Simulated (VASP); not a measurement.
# Cu (Fd-3m) in VASP: single point with PBE

Aim: the single point of Cu with PBE.

Everything below comes from runs of VASP 6.6.1. Logs are shortened: lines on timing, memory, paths and dates and some standing lists are left out, and cuts for length are marked.

### 1 The cell of the first run

The structure is cubic, space group Fd-3m (No. 227). The conventional cell has a = 5.350 Å, b = 5.350 Å, c = 5.350 Å, α = 90.00°, β = 90.00°, γ = 90.00°. Cu (site symmetry -43m) has 4 Cu at 2.32 Å within 3.1 Å.

### 2 Single point, PBE

The input, INCAR:

```
  PREC = Accurate
  ENCUT = 520
  EDIFF = 1E-7
  ISMEAR = -1
  SIGMA = 0.13605693000000002
  LREAL = False
  LASPH = True
  NELM = 80
  ALGO = Normal
  ISIF = 2
  LWAVE = False
  LCHARG = False
  GGA = PE
  NBANDS = 18
```

The input, KPOINTS:

```
Automatic mesh
0
Gamma
  9 9 9
```

The input, POSCAR:

```
Cu
1.0
    0.0000000000      2.6749861705      2.6749861705
    2.6749861705      0.0000000000      2.6749861705
    2.6749861705      2.6749861705      0.0000000000
Cu
2
Direct
    0.0000000000      0.0000000000      0.0000000000
    0.2500000000      0.2500000000      0.2500000000
```

Potentials or basis: VASP PAW PBE potentials, release 64 (Cu).

On the command line:

```
> cat potpaw_PBE.64/Cu/POTCAR > POTCAR
> mpirun -np 1 vasp_std > vasp.out
```

OUTCAR:

```text
PREC = Accurate
   ENCUT = 520
   EDIFF = 1E-7
   ISMEAR = -1
   LREAL = False
   LASPH = True
   NELM = 80
   ISIF = 2
   GGA = PE

 ion  position               nearest neighbor table
   1  0.000  0.000  0.000-   2 2.32   2 2.32   2 2.32   2 2.32
   2  0.250  0.250  0.250-   1 2.32   1 2.32   1 2.32   1 2.32

  LATTYP: Found a face centered cubic cell.
 ALAT       =     5.3499723410

  Lattice vectors:

 A1 = (   0.0000000000,   2.6749861705,   2.6749861705)
 A2 = (   2.6749861705,   0.0000000000,   2.6749861705)
 A3 = (   2.6749861705,   2.6749861705,   0.0000000000)

Analysis of symmetry for initial positions (statically):
=====================================================================
 Subroutine PRICEL returns:
 Original cell was already a primitive cell.

 Routine SETGRP: Setting up the symmetry group for a
 face centered cubic supercell.

 Subroutine GETGRP returns: Found 48 space group operations
 (whereof 24 operations were pure point group operations)
 out of a pool of 48 trial point group operations.

The static configuration has the point symmetry T_d .
 The point group associated with its full space group is O_h .

Analysis of symmetry for dynamics (positions and initial velocities):
=====================================================================
 Subroutine PRICEL returns:
 Original cell was already a primitive cell.

 Routine SETGRP: Setting up the symmetry group for a
 face centered cubic supercell.

 Subroutine GETGRP returns: Found 48 space group operations
 (whereof 24 operations were pure point group operations)
 out of a pool of 48 trial point group operations.

The dynamic configuration has the point symmetry T_d .
 The point group associated with its full space group is O_h .

 Subroutine INISYM returns: Found 48 space group operations
 (whereof 24 operations are pure point group operations),
 and found     1 'primitive' translations

----------------------------------------------------------------------------------------

                                     Primitive cell

  volume of cell :      38.2820

  direct lattice vectors                    reciprocal lattice vectors
     0.000000000  2.674986170  2.674986170    -0.186916854  0.186916854  0.186916854
     2.674986170  0.000000000  2.674986170     0.186916854 -0.186916854  0.186916854
     2.674986170  2.674986170  0.000000000     0.186916854  0.186916854 -0.186916854

  length of vectors
[... 72 lines left out ...]
 SYSTEM =  unknown system
   PREC   = accura    normal or accurate (medium, high low for compatibility)
   ISTART =      0    job   : 0-new  1-cont  2-samecut
   ICHARG =      2    charge: 1-file 2-atom 10-const
   ISPIN  =      1    spin polarized calculation?
   LNONCOLLINEAR =      F non collinear calculations
   LSORBIT =      F    spin-orbit coupling
   LASPH  =      T    aspherical Exc in radial PAW
   ENCUT  =  520.0 eV  38.22 Ry    6.18 a.u.   7.03  7.03  7.03*2*pi/ulx,y,z
   NELM   =     80;   NELMIN=  2; NELMDL= -5     # of ELM steps
   EDIFF  = 0.1E-06   stopping-criterion for ELM
   LREAL  =      F    real-space projection
   EDIFFG = 0.1E-05   stopping-criterion for IOM
   NSW    =      0    number of steps for IOM
   IBRION =     -1    ionic relax: 0-MD 1-quasi-New 2-CG
   NFREE  =      0    steps in history (QN), initial steepest desc. (CG)
   ISIF   =      2    stress and relaxation
   ISYM   =      2    0-nonsym 1-usesym 2-fastsym
   POTIM  = 0.5000    time-step for ionic-motion
   TEBEG  =    0.0;   TEEND  =   0.0 temperature during run
   PSTRESS=    0.0 pullay stress
   NELECT =      22.0000    total number of electrons
   NUPDOWN=      -1.0000    fix difference up-down
   EMIN   =  10.00;   EMAX   =-10.00  energy-range for DOS
   EFERMI =   0.00;   METHOD = LEGACY
   ISMEAR =    -1;   SIGMA  =   0.14  broadening in eV -4-tet -1-fermi 0-gaus
   EFERMI_NEDOS =   21; number of points for ismear=-14 and -15
   IALGO  =     38    algorithm
   IMIX   =      4    mixing-type and parameters
     AMIX     =   0.40;   BMIX     =  1.00
     AMIX_MAG =   1.60;   BMIX_MAG =  1.00
  volume/ion in A,a.u.               =      19.14       129.17
  Fermi-wavevector in a.u.,A,eV,Ry     =   1.361082  2.572071 25.205382  1.852543
  Thomas-Fermi vector in A             =   2.487688
   LORBIT       =      0    0 simple, 1 ext, 2 COOP (PROOUT), +10 PAW based schemes
   GGA     = PE    functional components
   LHFCALC =     F    Hartree Fock is set to
   AEXX    =    0.0000 exact exchange contribution
   IVDW    =     0    specifies the selected vdW correction
   LEPSILON=     F    determine dielectric tensor
   LRPA    =     F    only Hartree local field effects (RPA)
 non-spin polarized calculation
  energy-cutoff  :      520.00
  volume of cell :       38.28
 maximum number of plane-waves:      1042
   NGX = 13   NGY = 13   NGZ = 13

 number of electron      22.0000004 magnetization

 Free energy of the ion-electron system (eV)
  ---------------------------------------------------
  ext. energy  EPLUGINS =         0.00000000
  ---------------------------------------------------
  free energy    TOTEN  =        -5.42535717 eV

  energy without entropy =       -5.37959888  energy(sigma->0) =       -5.40247802

 E-fermi :   2.7856     XC(G=0):  -9.8709

 val. band max:        2.7190353308   @ k =  -0.3333   0.4444   0.2222
 cond. band min:       2.8341736274   @ k =   0.4444   0.0000   0.0000
 fundamental gap:      0.1151382966
 Fermi energy:         2.7856403531

 k-point     1 :       0.0000    0.0000    0.0000
  band No.  band energies     occupation
      1      -3.4760      2.00000
      2      -0.1724      2.00000
      3      -0.1724      2.00000
      4      -0.1724      2.00000
      5      -0.1523      2.00000
      6      -0.1523      2.00000
[... 481 lines left out ...]
      5      -0.1260      2.00000
      6       0.3574      2.00000
[... 10 lines left out ...]
     17      22.3746      0.00000
     18      22.3746      0.00000

 [... further k-points ...]
[... 5 lines left out ...]
  --------------------------------------------------------------------------------------
  -------------------------------------------------------------------------------------
  Total        0.0827326      0.0827326      0.0827326      0.0000000      0.0000000      0.0000000
  in kB        3.4625240      3.4625240      3.4625240      0.0000000      0.0000000      0.0000000
  external PRESSURE =       3.4625240 kB  Pullay stress =       0.0000000 kB

 VOLUME and BASIS-vectors are now :
 -----------------------------------------------------------------------------
  energy-cutoff  :      520.00
  volume of cell :       38.28
      direct lattice vectors                 reciprocal lattice vectors
     0.000000000  2.674986170  2.674986170    -0.186916854  0.186916854  0.186916854
     2.674986170  0.000000000  2.674986170     0.186916854 -0.186916854  0.186916854
     2.674986170  2.674986170  0.000000000     0.186916854  0.186916854 -0.186916854

 POSITION                                       TOTAL-FORCE (eV/Angst)
 -----------------------------------------------------------------------------------
      0.00000      0.00000      0.00000        -0.000000     -0.000000     -0.000000
      1.33749      1.33749      1.33749         0.000000      0.000000      0.000000
 -----------------------------------------------------------------------------------
    total drift:                                0.000000      0.000000      0.000000

  FREE ENERGIE OF THE ION-ELECTRON SYSTEM (eV)
  ---------------------------------------------------
  free  energy   TOTEN  =        -5.4253571664 eV

  energy  without entropy=       -5.3795988816  energy(sigma->0) =       -5.40247802
```

Run time: 22 s. Hardware: 1 thread of AMD EPYC 7R43 (Zen 3), shared host; peak memory 0.12 GiB.

What came out:

```yaml
Free_energy: -5.4254 eV
Pressure: 0.3 GPa
Band_gap_on_the_k_mesh: zero (band 11 reaches 3.13 eV, above the bottom of band 12 at 2.48 eV)
```
